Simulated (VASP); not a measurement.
# As (Im-3m) in VASP: further runs, part 2 of 2

VASP 6.6.1.

### Step 4. Single point, LDA (volume scaled by 0.92)

Input file INCAR:

```
SYSTEM = As
PREC = Accurate
ENCUT = 520
EDIFF = 1E-7
ISMEAR = -1
SIGMA = 0.1
LREAL = .False.
LASPH = .True.
NELM = 80
ALGO = Normal
ISIF = 2
LWAVE = .False.
LCHARG = .False.
NBANDS = 8
```

Input file KPOINTS:

```
Automatic mesh
0
Gamma
  15 15 15
  0 0 0
```

Input file POSCAR:

```
As
1.0
   -1.6008058864      1.6008058864      1.6008058864
    1.6008058864     -1.6008058864      1.6008058864
    1.6008058864      1.6008058864     -1.6008058864
As
1
Direct
    0.0000000000      0.0000000000      0.0000000000
```

Potentials or basis: VASP PAW LDA potentials, release 64 (As).

Launch:

```sh
$ cat potpaw_LDA.64/As/POTCAR > POTCAR
$ mpirun -np 1 vasp_std > vasp.out
```

OUTCAR:

```text
SYSTEM = As
   PREC = Accurate
   ENCUT = 520
   EDIFF = 1E-7
   ISMEAR = -1
   LREAL = .False.
   LASPH = .True.
   NELM = 80
   ISIF = 2

 ion  position               nearest neighbor table
   1  0.000  0.000  0.000-

  LATTYP: Found a body centered cubic cell.
 ALAT       =     3.2016117728

  Lattice vectors:

 A1 = (  -1.6008058864,   1.6008058864,   1.6008058864)
 A2 = (   1.6008058864,  -1.6008058864,   1.6008058864)
 A3 = (   1.6008058864,   1.6008058864,  -1.6008058864)

Analysis of symmetry for initial positions (statically):
=====================================================================
 Subroutine PRICEL returns:
 Original cell was already a primitive cell.

 Routine SETGRP: Setting up the symmetry group for a
 body centered cubic supercell.

 Subroutine GETGRP returns: Found 48 space group operations
 (whereof 48 operations were pure point group operations)
 out of a pool of 48 trial point group operations.

The static configuration has the point symmetry O_h .

Analysis of symmetry for dynamics (positions and initial velocities):
=====================================================================
 Subroutine PRICEL returns:
 Original cell was already a primitive cell.

 Routine SETGRP: Setting up the symmetry group for a
 body centered cubic supercell.

 Subroutine GETGRP returns: Found 48 space group operations
 (whereof 48 operations were pure point group operations)
 out of a pool of 48 trial point group operations.

The dynamic configuration has the point symmetry O_h .

 Subroutine INISYM returns: Found 48 space group operations
 (whereof 48 operations are pure point group operations),
 and found     1 'primitive' translations

----------------------------------------------------------------------------------------

                                     Primitive cell

  volume of cell :      16.4088

  direct lattice vectors                    reciprocal lattice vectors
    -1.600805886  1.600805886  1.600805886     0.000000000  0.312342680  0.312342680
     1.600805886 -1.600805886  1.600805886     0.312342680  0.000000000  0.312342680
     1.600805886  1.600805886 -1.600805886     0.312342680  0.312342680  0.000000000

  length of vectors
     2.772677128  2.772677128  2.772677128     0.441719254  0.441719254  0.441719254

  position of ions in fractional coordinates (direct lattice)
     0.000000000  0.000000000  0.000000000

  ion indices of the primitive-cell ions
   primitive index   ion index
                 1           1

----------------------------------------------------------------------------------------

 KPOINTS: Automatic mesh

Automatic generation of k-mesh.
 Grid dimensions read from file:
 generate k-points for:   15   15   15

 Generating k-lattice:

  Cartesian coordinates                     Fractional coordinates (reciprocal lattice)
     0.000000000  0.020822845  0.020822845     0.066666667  0.000000000  0.000000000
     0.020822845  0.000000000  0.020822845     0.000000000  0.066666667  0.000000000
     0.020822845  0.020822845  0.000000000     0.000000000  0.000000000  0.066666667

  Length of vectors
     0.029447950  0.029447950  0.029447950

  Shift w.r.t. Gamma in fractional coordinates (k-lattice)
     0.000000000  0.000000000  0.000000000

 Subroutine IBZKPT returns following result:
 ===========================================

 Found    120 irreducible k-points:

 Following reciprocal coordinates:
            Coordinates               Weight
  0.000000  0.000000  0.000000      1.000000
  0.066667  0.000000  0.000000     12.000000
  0.133333  0.000000  0.000000     12.000000
  0.200000  0.000000  0.000000     12.000000
  0.266667  0.000000  0.000000     12.000000
  0.333333  0.000000  0.000000     12.000000
[... 16 lines left out ...]
  0.333333  0.200000  0.000000     48.000000
  0.400000  0.200000  0.000000     24.000000
 [... further k-points ...]
   k-points           NKPTS =    120   k-points in BZ     NKDIM =    120   number of bands    NBANDS=      8
   number of dos      NEDOS =    301   number of ions     NIONS =      1
   total plane-waves  NPLWV =  13824
   dimension x,y,z NGX =    24 NGY =   24 NGZ =   24
   dimension x,y,z NGXF=    48 NGYF=   48 NGZF=   48
   ions per type =               1
   NGX,Y,Z   is equivalent  to a cutoff of  14.39, 14.39, 14.39 a.u.
   NGXF,Y,Z  is equivalent  to a cutoff of  28.78, 28.78, 28.78 a.u.
 SYSTEM =  As
   PREC   = accura    normal or accurate (medium, high low for compatibility)
   ISTART =      0    job   : 0-new  1-cont  2-samecut
   ICHARG =      2    charge: 1-file 2-atom 10-const
   ISPIN  =      1    spin polarized calculation?
   LNONCOLLINEAR =      F non collinear calculations
   LSORBIT =      F    spin-orbit coupling
   LASPH  =      T    aspherical Exc in radial PAW
   ENCUT  =  520.0 eV  38.22 Ry    6.18 a.u.   5.16  5.16  5.16*2*pi/ulx,y,z
   NELM   =     80;   NELMIN=  2; NELMDL= -5     # of ELM steps
   EDIFF  = 0.1E-06   stopping-criterion for ELM
   LREAL  =      F    real-space projection
   EDIFFG = 0.1E-05   stopping-criterion for IOM
   NSW    =      0    number of steps for IOM
   IBRION =     -1    ionic relax: 0-MD 1-quasi-New 2-CG
   NFREE  =      0    steps in history (QN), initial steepest desc. (CG)
   ISIF   =      2    stress and relaxation
   ISYM   =      2    0-nonsym 1-usesym 2-fastsym
   POTIM  = 0.5000    time-step for ionic-motion
   TEBEG  =    0.0;   TEEND  =   0.0 temperature during run
   PSTRESS=    0.0 pullay stress
   NELECT =       5.0000    total number of electrons
   NUPDOWN=      -1.0000    fix difference up-down
   EMIN   =  10.00;   EMAX   =-10.00  energy-range for DOS
   EFERMI =   0.00;   METHOD = LEGACY
   ISMEAR =    -1;   SIGMA  =   0.10  broadening in eV -4-tet -1-fermi 0-gaus
   EFERMI_NEDOS =   21; number of points for ismear=-14 and -15
   IALGO  =     38    algorithm
   IMIX   =      4    mixing-type and parameters
     AMIX     =   0.40;   BMIX     =  1.00
     AMIX_MAG =   1.60;   BMIX_MAG =  1.00
  volume/ion in A,a.u.               =      16.41       110.73
  Fermi-wavevector in a.u.,A,eV,Ry     =   1.101639  2.081797 16.512161  1.213610
  Thomas-Fermi vector in A             =   2.238070
   LORBIT       =      0    0 simple, 1 ext, 2 COOP (PROOUT), +10 PAW based schemes
   GGA     = CA    functional components
   LHFCALC =     F    Hartree Fock is set to
   AEXX    =    0.0000 exact exchange contribution
   IVDW    =     0    specifies the selected vdW correction
   LEPSILON=     F    determine dielectric tensor
   LRPA    =     F    only Hartree local field effects (RPA)
 non-spin polarized calculation
  energy-cutoff  :      520.00
  volume of cell :       16.41
 maximum number of plane-waves:       458
 NGX is ok and might be reduce to    24
   NGX = 11   NGY = 11   NGZ = 11

 number of electron       5.0000000 magnetization

 Free energy of the ion-electron system (eV)
  ---------------------------------------------------
  ext. energy  EPLUGINS =         0.00000000
  ---------------------------------------------------
  free energy    TOTEN  =        -4.97005732 eV

  energy without entropy =       -4.95394199  energy(sigma->0) =       -4.96199966

 E-fermi :   8.2899     XC(G=0): -11.5382

 val. band max:        8.2873387556   @ k =   0.2667   0.1333   0.0667
 cond. band min:       8.3115821989   @ k =   0.2000   0.2000   0.0000
 fundamental gap:      0.0242434433
 Fermi energy:         8.2898850279

 k-point     1 :       0.0000    0.0000    0.0000
  band No.  band energies     occupation
      1      -8.1656      2.00000
      2      15.4454      0.00000
      3      15.4454      0.00000
      4      15.4454      0.00000
      5      22.1628      0.00000
      6      22.1628      0.00000
      7      22.1628      0.00000
      8      25.0599      0.00000

 k-point     2 :       0.0667    0.0000    0.0000
  band No.  band energies     occupation
      1      -8.0395      2.00000
      2      14.5437      0.00000
      3      15.0306      0.00000
      4      15.3495      0.00000
      5      21.5354      0.00000
      6      21.7683      0.00000
      7      22.7937      0.00000
      8      23.9292      0.00000
[... 221 lines left out ...]
 k-point    23 :       0.3333    0.2000    0.0000
  band No.  band energies     occupation
      1      -2.4296      2.00000
      2       2.5193      2.00000
      3       6.5371      2.00000
      4      11.7710      0.00000
      5      18.8126      0.00000
      6      21.9065      0.00000
      7      25.0968      0.00000
      8      26.9226      0.00000

 k-point    24 :       0.4000    0.2000    0.0000
  band No.  band energies     occupation
      1      -1.7153      2.00000
      2       1.6218      2.00000
      3       6.3592      2.00000
      4      11.6711      0.00000
      5      18.7375      0.00000
      6      22.2811      0.00000
      7      25.4257      0.00000
      8      25.9918      0.00000

 [... further k-points ...]
[... 5 lines left out ...]
  --------------------------------------------------------------------------------------
  -------------------------------------------------------------------------------------
  Total        1.0549787      1.0549787      1.0549787      0.0000000     -0.0000000      0.0000000
  in kB      103.0097321    103.0097321    103.0097321      0.0000000     -0.0000000      0.0000000
  external PRESSURE =     103.0097321 kB  Pullay stress =       0.0000000 kB

 VOLUME and BASIS-vectors are now :
 -----------------------------------------------------------------------------
  energy-cutoff  :      520.00
  volume of cell :       16.41
      direct lattice vectors                 reciprocal lattice vectors
    -1.600805886  1.600805886  1.600805886     0.000000000  0.312342680  0.312342680
     1.600805886 -1.600805886  1.600805886     0.312342680  0.000000000  0.312342680
     1.600805886  1.600805886 -1.600805886     0.312342680  0.312342680  0.000000000

 POSITION                                       TOTAL-FORCE (eV/Angst)
 -----------------------------------------------------------------------------------
      0.00000      0.00000      0.00000         0.000000     -0.000000     -0.000000
 -----------------------------------------------------------------------------------
    total drift:                                0.000000     -0.000000      0.000000

  FREE ENERGIE OF THE ION-ELECTRON SYSTEM (eV)
  ---------------------------------------------------
  free  energy   TOTEN  =        -4.9700573218 eV

  energy  without entropy=       -4.9539419897  energy(sigma->0) =       -4.96199966
```

OSZICAR:

```text
N       E                     dE             d eps       ncg     rms          rms(c)
DAV:   1     0.167878748481E+01    0.16788E+01   -0.22282E+03  1920   0.476E+02
DAV:   2    -0.492463950257E+01   -0.66034E+01   -0.64476E+01  2664   0.515E+01
DAV:   3    -0.497779920833E+01   -0.53160E-01   -0.53068E-01  2264   0.502E+00
DAV:   4    -0.497782543749E+01   -0.26229E-04   -0.26229E-04  2872   0.128E-01
DAV:   5    -0.497782544207E+01   -0.45823E-08   -0.47517E-08  2312   0.119E-03    0.265E+00
DAV:   6    -0.497280202694E+01    0.50234E-02   -0.11394E-03  2312   0.177E-01    0.156E+00
DAV:   7    -0.497005910433E+01    0.27429E-02   -0.22141E-03  2112   0.247E-01    0.414E-02
DAV:   8    -0.497005717943E+01    0.19249E-05   -0.20270E-05  2456   0.382E-02    0.913E-03
DAV:   9    -0.497005736509E+01   -0.18566E-06   -0.22633E-07  2760   0.328E-03    0.225E-03
DAV:  10    -0.497005732182E+01    0.43267E-07   -0.71691E-08  2120   0.141E-03
   1 F= -.49700573E+01 E0= -.49619997E+01  d E =-.161153E-01
```

It took 22 s on 1 thread of AMD EPYC 7R43 (Zen 3), shared host; peak memory 0.1 GiB.

Results:

| Item | Value |
| --- | --- |
| Free energy | -4.9701 eV |
| Pressure | 10.3 GPa |

### Step 5. The runs side by side

| cell | k mesh | gap on the mesh (eV) | pressure (GPa) |
| --- | --- | --- | --- |
| a = 2.851 Å, angles 109.5°, 1 atom | 13 × 13 × 13 | none | 0.3 |
| a = 2.732 Å, angles 109.5°, 1 atom | 15 × 15 × 15 | none | 17.2 |
| a = 2.773 Å, angles 109.5°, 1 atom | 15 × 15 × 15 | none | 10.3 |

Alike in all rows: task single point; level LDA; potentials or basis VASP PAW LDA potentials, release 64 (As); no spin polarisation; cutoff (eV) 520; smearing fermi-dirac 0.1 eV.

Absolute energies hang on the potentials; compare differences alone.
